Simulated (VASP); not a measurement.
# ScAl3N4: single point with r2SCAN

Crystal: ScAl3N4.

```xyz
8
Lattice="-3.2053 0.0000 0.0000 0.0000 5.5970 0.0003 1.6026 -2.7987 -5.0597" Properties=species:S:1:pos:R:3 pbc="T T T"
Sc    0.0000    1.8560   -0.1647
Al   -1.6026    4.6742   -0.1339
Al   -1.6026    0.9213   -2.6826
Al    0.0000    3.7448   -2.6394
N    -1.6026   -0.9415   -2.9424
N     0.0000    1.8763   -2.9759
N    -1.6026    0.8658   -0.5140
N     0.0000    3.7933   -0.4536
```

This cell differs from its parent crystal: atoms displaced along a vibrational mode.

```yaml
Program: VASP 6.6.1
Task: single point
Functional: r2SCAN
Potentials_or_basis: VASP PAW PBE potentials, release 64 (Sc_sv, Al, N)
Cutoff: 520 eV
k_mesh: 10 × 10 × 10
Occupations: gaussian, width 0.01 eV
Spin: no spin polarisation
Dipole_correction: no
Further_INCAR_settings: ALGO = Normal; EDIFF = 1e-06; NBANDS = 30
```

```yaml
Pressure: 3.5 GPa
Largest_force: 2.876 eV/Å
Band_gap_on_the_k_mesh: 3.47 eV
```

Forces on the atoms (eV/Å):
```
Sc   0.000  0.195  1.386
Al   0.000  0.069  0.830
Al   0.000 -0.032  1.307
Al   0.000 -0.122  1.402
N    0.000  0.117 -0.861
N    0.000  0.058 -0.825
N    0.000 -2.153 -1.906
N    0.000  1.869 -1.334
```

Stress tensor (GPa, compression positive):
```
 11.33   0.00   0.00
  0.00  11.18   0.31
  0.00   0.31 -12.05
```

Levels at points of the mesh, in eV from the valence-band top:
```csv
k point,band 16,band 17,band 18,band 19,band 20,band 21,band 22,band 23,band 24,band 25
"(0.00, 0.00, 0.00)",-1.56,-1.54,-1.35,-1.24,0.00,3.47,4.63,5.06,5.65,6.12
"(0.50, 0.00, 0.00)",-2.18,-1.88,-1.53,-0.97,-0.85,4.47,4.61,5.32,5.70,6.40
"(0.00, 0.50, 0.00)",-1.80,-1.75,-1.10,-0.94,-0.71,4.64,5.65,5.78,5.93,7.18
"(0.50, 0.50, 0.00)",-2.00,-1.94,-1.71,-0.95,-0.28,4.25,4.76,5.07,5.58,6.31
"(0.00, 0.00, 0.50)",-1.89,-1.71,-1.65,-1.34,-1.18,4.86,5.26,5.50,5.85,6.42
"(0.00, 0.50, 0.50)",-1.94,-1.90,-1.08,-0.86,-0.63,4.98,5.47,5.62,6.05,6.79
```

Wall time 76 min on 1 thread of Oxide Virtual Turin-like Processor, on a shared host, peak memory 0.69 GiB.

Caveat: the cell differs from its parent crystal (atoms displaced along a vibrational mode); the cell stands under pressure; the PAW data sets were made with another functional, which shifts forces and pressure a little. A k mesh can miss the band edges.
